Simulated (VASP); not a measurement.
Runs of VASP 6.6.1 on PtSe2 (nod). The structure is that of space group P-3m1 (No. 164), or close to it. The cells are those of the table. 

```tsv
task	cell	k mesh	cutoff (eV)	smearing	gap on the mesh (eV)	pressure (GPa)	relaxed volume (Å³/atom)
single point	a = 3.751, b = 3.751, c = 6.522 Å, angles 90.0, 90.0, 120.0°, 3 atoms	9 × 9 × 4	520	gaussian 0.02 eV	0.90	0.0	-
relaxation of cell and atoms	relaxed from a = 3.751, b = 3.751, c = 6.522 Å, angles 90.0, 90.0, 120.0°, 3 atoms	9 × 9 × 4	600	gaussian 0.02 eV	0.90	0.0	26.49
relaxation of cell and atoms	relaxed from a = 3.724, b = 3.724, c = 5.062 Å, angles 90.0, 90.0, 120.0°, 3 atoms	15 × 15 × 8	600	gaussian 0.1 eV	0.78	0.0	25.85
single point	a = 3.751, b = 3.751, c = 6.522 Å, angles 90.0, 90.0, 120.0°, 3 atoms	15 × 15 × 8	520	gaussian 0.1 eV	(a)	0.0	-
```

Alike in all rows: level PBE; potentials or basis VASP PAW PBE potentials, release 64 (Pt, Se); no spin polarisation.

**Question.** Fill in the values left out.

**Answer.** (a) 0.87.

Caveats: spin-orbit coupling is left out, which moves the levels of the heavy elements; this functional lacks dispersion, which binds the layers, so the pressure and a relaxed spacing across them are unreliable; the volume moved by over 15 % at a fixed basis, so the end points are rough (some runs); the volume moved by +28 % from the deposited cell, more than functionals usually miss (some runs).

A k mesh can miss the band edges, and the runs leave out spin-orbit coupling on Pt, Se.
